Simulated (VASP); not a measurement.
Wanted: the native input for a VASP 6.6.1 run.

| Property | Result |
| --- | --- |
| Task | relaxation of cell and atoms |
| Functional | revPBE |
| Potentials or basis | VASP PAW PBE potentials, release 64 (Ag, Rh_pv) |
| Cutoff | 600 eV |
| k mesh | 11 × 11 × 6 |
| Occupations | fermi-dirac, width 0.05 eV |
| Spin | no spin polarisation |
| Dipole correction | no |
| Further INCAR settings | ALGO = Fast; EDIFF = 1e-06; IBRION = 2; EDIFFG = -0.01; NSW = 60; ISIF = 3 |

The structure of AgRh lies in POSCAR:

```
AgRh
1.0
    2.7775881998      0.0000000000      0.0000000000
   -1.3887940999      2.4054619423      0.0000000000
    0.0000000000      0.0000000000      4.8086020000
Ag Rh
1 1
Direct
    0.0000000000      0.0000000000      0.5000000000
    0.6666666667      0.3333333333      0.0000000000
```

The input as run:

INCAR

```
SYSTEM = AgRh
PREC = Accurate ; ENCUT = 600
EDIFF = 1E-6 ; ISMEAR = -1
SIGMA = 0.05 ; LREAL = .FALSE.
LASPH = .TRUE. ; NELM = 60
ALGO = Fast ; ISIF = 3
LWAVE = .FALSE. ; LCHARG = .FALSE.
GGA = RE ; IBRION = 2
NSW = 60 ; EDIFFG = -0.01
```

KPOINTS

```
Automatic mesh
0
G
  11 11 6
  0 0 0
```

Potentials or basis: VASP PAW PBE potentials, release 64 (Ag, Rh_pv).

Run with:

```bash
$ cat potpaw_PBE.64/Ag/POTCAR potpaw_PBE.64/Rh_pv/POTCAR > POTCAR
$ mpirun -np 1 vasp_std > vasp.out
```

It gave:

| Item | Value |
| --- | --- |
| Relaxed volume | 16.12 Å³/atom |
| Relaxed cell | a = 2.786 Å, b = 2.786 Å, c = 4.797 Å, α = 90.00°, β = 90.00°, γ = 120.00° |
| Space group after relaxing (to 0.1 Å) | P-6m2 (No. 187) |
| Energy gained by relaxing | 0.3 meV/atom |
| Ionic steps | 4 |
| Pressure after relaxing | 0.0 GPa |
| Band gap on the k mesh | zero (bands 13 and 14 overlap by 1.29 eV) |

Caveat: the PAW data sets were made with another functional, which shifts forces and pressure a little.

It took 4.2 min on 1 thread of AMD EPYC 7571, with other jobs on the host, peak memory 0.16 GiB.
